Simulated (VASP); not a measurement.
A run of VASP 6.6.1:

File POSCAR:

```
TaSi2
1.0
    4.7800000000      0.0000000000      0.0000000000
   -2.3900000000      4.1396014300      0.0000000000
    0.0000000000      0.0000000000      6.5640000000
Ta Si
3 6
Direct
    0.5000000000      0.0000000000      0.5000000000
    0.5000000000      0.5000000000      0.8333333300
    0.0000000000      0.5000000000      0.1666666700
    0.1666500000      0.3333000000      0.5000000000
    0.8333500000      0.1666500000      0.8333333300
    0.6667000000      0.8333500000      0.1666666700
    0.8333500000      0.6667000000      0.5000000000
    0.1666500000      0.8333500000      0.8333333300
    0.3333000000      0.1666500000      0.1666666700
```

INCAR.step1

```
SYSTEM = TaSi2
  PREC = Accurate
  ENCUT = 600
  ISMEAR = -1
  SIGMA = 0.1
  LREAL = .False.
  LASPH = .True.
  NELM = 60
  GGA = PE
  ALGO = Normal
  EDIFF = 1E-4
  LWAVE = .True.
  LCHARG = .False.
```

The input INCAR.step2:

```
SYSTEM = TaSi2
  PREC = Accurate
  ENCUT = 600
  EDIFF = 1E-6
  ISMEAR = -1
  SIGMA = 0.1
  LREAL = .False.
  LASPH = .True.
  NELM = 60
  ALGO = Normal
  ISIF = 3
  LWAVE = .False.
  LCHARG = .False.
  METAGGA = R2SCAN
  LMIXTAU = .True.
  IBRION = 2
  NSW = 80
  EDIFFG = -0.01
  ISTART = 1
```

Contents of KPOINTS:

```
regular mesh
0
Gamma
  8 8 5
  0 0 0
```

Potentials or basis: VASP PAW PBE potentials, release 64 (Ta_pv, Si).

Launch:

```console
$ cat potpaw_PBE.64/Ta_pv/POTCAR potpaw_PBE.64/Si/POTCAR > POTCAR
$ cp INCAR.step1 INCAR
$ mpirun -np 1 vasp_std > vasp.out
$ cp INCAR.step2 INCAR
$ mpirun -np 1 vasp_std > vasp.out
```

Hardware: 1 thread of Oxide Virtual Turin-like Processor (shared host).

**Question.** Estimate the wall time of this run.

**Answer.** Run time: 78 min on 1 thread of Oxide Virtual Turin-like Processor, with other jobs on the host, peak memory 0.37 GiB. Counts: k points 30, ion steps 7.
